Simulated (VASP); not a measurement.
Write the native input for VASP 6.6.1 that does the following.

```
Task                   : single point
Functional             : PBEsol
Potentials or basis    : VASP PAW PBE potentials, release 64 (Ge_d, Si)
Cutoff                 : 500 eV
k mesh                 : 6 × 6 × 6
Occupations            : gaussian, width 0.1 eV
Spin                   : no spin polarisation
Dipole correction      : no
Further INCAR settings : ALGO = Normal; EDIFF = 1e-06; NBANDS = 21
```

The structure of Si3Ge (sol) lies in POSCAR:

```
Si3Ge
1.0
    0.0000000000     -2.7438750000     -2.7438750000
   -2.7438750000      0.0000000000     -2.7438750000
    2.7438750000      2.7438750000     -5.4877500000
Ge Si
1 3
Direct
    0.5000000000      0.5000000000      0.5000000000
    0.0000000000      0.0000000000      0.0000000000
    0.6250000000      0.6250000000      0.1250000000
    0.1250000000      0.1250000000      0.6250000000
```

The input as run:

INCAR

```
PREC = Accurate ; ENCUT = 500
EDIFF = 1E-6 ; ISMEAR = 0
SIGMA = 0.1 ; LREAL = F
LASPH = T ; NELM = 120
ALGO = Normal ; ISIF = 2
LWAVE = F ; LCHARG = T
GGA = PS ; LELF = T
LVHAR = T ; NBANDS = 21
GGA_COMPAT = F
```

KPOINTS

```
Automatic mesh
0
Gamma
  6 6 6
```

Potentials or basis: VASP PAW PBE potentials, release 64 (Ge_d, Si).

Run with:

```bash
$ cat potpaw_PBE.64/Ge_d/POTCAR potpaw_PBE.64/Si/POTCAR > POTCAR
$ mpirun -np 1 vasp_std > vasp.out
```

Results of the run:

```
Pressure               : 0.0 GPa
Largest force          : 0.405 eV/Å
Band gap on the k mesh : 0.51 eV, indirect (least direct gap 1.08 eV)
```

Caveat: the PAW data sets were made with another functional, which shifts forces and pressure a little.

Run time: 76 s on 1 thread of Intel Xeon 8259CL, on a shared host, peak memory 0.21 GiB.
